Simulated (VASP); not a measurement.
# Ba (Im-3m) in VASP: notebook, part 2 of 2

VASP 6.6.1. Earlier steps stand in the parts before.

## Step 3: Single point, r2SCAN+D3(BJ)

This run uses another cell than the first one, of 64.11 Å³/atom.

Contents of POSCAR:

```
Ba
1.0
    2.5213032661      2.5213032661      2.5213032661
   -2.5213032661      2.5213032661      2.5213032661
   -2.5213032661     -2.5213032661      2.5213032661
Ba
1
Direct
    0.0000000000      0.0000000000      0.0000000000
```

Contents of INCAR.step1:

```
SYSTEM = Ba
PREC     = Accurate       ! precision mode
ENCUT    = 550            ! plane-wave cutoff, eV
ISMEAR   = -1             ! smearing method
SIGMA    = 0.05           ! smearing width, eV
LREAL    = .FALSE.        ! projectors in reciprocal space
LASPH    = .TRUE.         ! aspherical terms in the spheres
NELM     = 120            ! most SCF steps
NBANDS   = 11             ! bands
GGA      = PE             ! functional
ALGO     = Normal         ! electronic algorithm
EDIFF    = 1E-5           ! SCF threshold, eV
LWAVE    = .TRUE.         ! write WAVECAR
LCHARG   = .FALSE.        ! write CHGCAR
GGA_COMPAT= .FALSE.
```

Contents of INCAR.step2:

```
SYSTEM = Ba
PREC     = Accurate       ! precision mode
ENCUT    = 550            ! plane-wave cutoff, eV
EDIFF    = 1E-6           ! SCF threshold, eV
ISMEAR   = -1             ! smearing method
SIGMA    = 0.05           ! smearing width, eV
LREAL    = .FALSE.        ! projectors in reciprocal space
LASPH    = .TRUE.         ! aspherical terms in the spheres
NELM     = 120            ! most SCF steps
ALGO     = Normal         ! electronic algorithm
ISIF     = 2              ! what is computed and relaxed
LWAVE    = .FALSE.        ! write WAVECAR
LCHARG   = .FALSE.        ! write CHGCAR
METAGGA  = R2SCAN         ! meta-GGA
LMIXTAU  = .TRUE.       
IVDW     = 12             ! dispersion correction
VDW_S6   = 1.0          
VDW_S8   = 0.78981345   
VDW_A1   = 0.49484001   
VDW_A2   = 5.73083694   
NBANDS   = 11             ! bands
ISTART   = 1            
GGA_COMPAT= .FALSE.
```

Contents of KPOINTS:

```
regular mesh
0
G
  7 7 7
  0 0 0
```

Potentials or basis: VASP PAW PBE potentials, release 64 (Ba_sv).

On the command line:

```console
$ cat potpaw_PBE.64/Ba_sv/POTCAR > POTCAR
$ cp INCAR.step1 INCAR
$ mpirun -np 1 vasp_std > vasp.out
$ cp INCAR.step2 INCAR
$ mpirun -np 1 vasp_std > vasp.out
```

OUTCAR:

```text
SYSTEM = Ba
   PREC = Accurate
   ENCUT = 550
   EDIFF = 1E-6
   ISMEAR = -1
   LREAL = .FALSE.
   LASPH = .TRUE.
   NELM = 120
   ISIF = 2
   METAGGA = R2SCAN
   IVDW = 12
   ISTART = 1
 IVDW          = 12

 ion  position               nearest neighbor table
   1  0.000  0.000  0.000-

  LATTYP: Found a body centered cubic cell.
 ALAT       =     5.0426065322

  Lattice vectors:

 A1 = (   2.5213032661,  -2.5213032661,  -2.5213032661)
 A2 = (   2.5213032661,   2.5213032661,   2.5213032661)
 A3 = (  -2.5213032661,  -2.5213032661,   2.5213032661)

Analysis of symmetry for initial positions (statically):
=====================================================================
 Subroutine PRICEL returns:
 Original cell was already a primitive cell.

 Routine SETGRP: Setting up the symmetry group for a
 body centered cubic supercell.

 Subroutine GETGRP returns: Found 48 space group operations
 (whereof 48 operations were pure point group operations)
 out of a pool of 48 trial point group operations.

The static configuration has the point symmetry O_h .

Analysis of symmetry for dynamics (positions and initial velocities):
[... 161 lines left out ...]
      1     -28.2742      2.00000
      2     -12.8152      2.00000
      3     -12.8152      2.00000
      4     -12.8152      2.00000
      5      -1.2076      2.00000
      6       3.7862      0.00000
      7       3.7862      0.00000
      8       3.7862      0.00000
      9       5.1196      0.00000
     10       5.1196      0.00000
     11       8.9077      0.00000
[... 253 lines left out ...]
 k-point    20 :       0.4286    0.4286    0.4286
  band No.  band energies     occupation
      1     -28.2026      2.00000
      2     -13.1211      2.00000
      3     -13.1036      2.00000
      4     -13.1036      2.00000
      5       1.1880      1.99966
      6       1.1886      1.99966
      7       5.3346      0.00000
      8       5.3346      0.00000
      9       5.8052      0.00000
     10       6.4226      0.00000
     11       7.8376      0.00000

------------------------ aborting loop because EDIFF is reached ----------------------------------------

 Edisp (eV)   -0.09329

 E8    (eV) :    -0.0453

  FORCE on cell =-STRESS in cart. coord.  units (eV):
  Direction    XX          YY          ZZ          XY          YZ          ZX
  --------------------------------------------------------------------------------------
  -------------------------------------------------------------------------------------
  Total      -0.00859    -0.00859    -0.00859     0.00000    -0.00000    -0.00000
  in kB      -0.21466    -0.21466    -0.21466     0.00000    -0.00000    -0.00000
  external pressure =       -0.21 kB  Pullay stress =        0.00 kB

 VOLUME and BASIS-vectors are now :
 -----------------------------------------------------------------------------
  energy-cutoff  :      550.00
  volume of cell :       64.11
      direct lattice vectors                 reciprocal lattice vectors
     2.521303266  2.521303266  2.521303266     0.198310139  0.000000000  0.198310139
    -2.521303266  2.521303266  2.521303266    -0.198310139  0.198310139  0.000000000
    -2.521303266 -2.521303266  2.521303266     0.000000000 -0.198310139  0.198310139

 POSITION                                       TOTAL-FORCE (eV/Angst)
 -----------------------------------------------------------------------------------
      0.00000      0.00000      0.00000         0.000000      0.000000      0.000000
 -----------------------------------------------------------------------------------
    total drift:                                0.000000      0.000000      0.000000

  FREE ENERGIE OF THE ION-ELECTRON SYSTEM (eV)
  ---------------------------------------------------
  free  energy   TOTEN  =       -26.5244805601 eV

  energy  without entropy=      -26.5086509107  energy(sigma->0) =      -26.51656574
```

Wall time 82 s (1 thread of Intel Xeon 8259CL, shared host); peak memory 0.22 GiB.

What came out:

```
Free energy                : -26.5245 eV
Pressure                   : 0.0 GPa
Band gap on the k mesh     : zero (bands 5 and 6 overlap by 0.84 eV)
Dispersion energy per atom : -0.093 eV
```

Caveat: the PAW data sets were made with another functional, which shifts forces and pressure a little; spin-orbit coupling is left out, which moves the levels of the heavy elements.
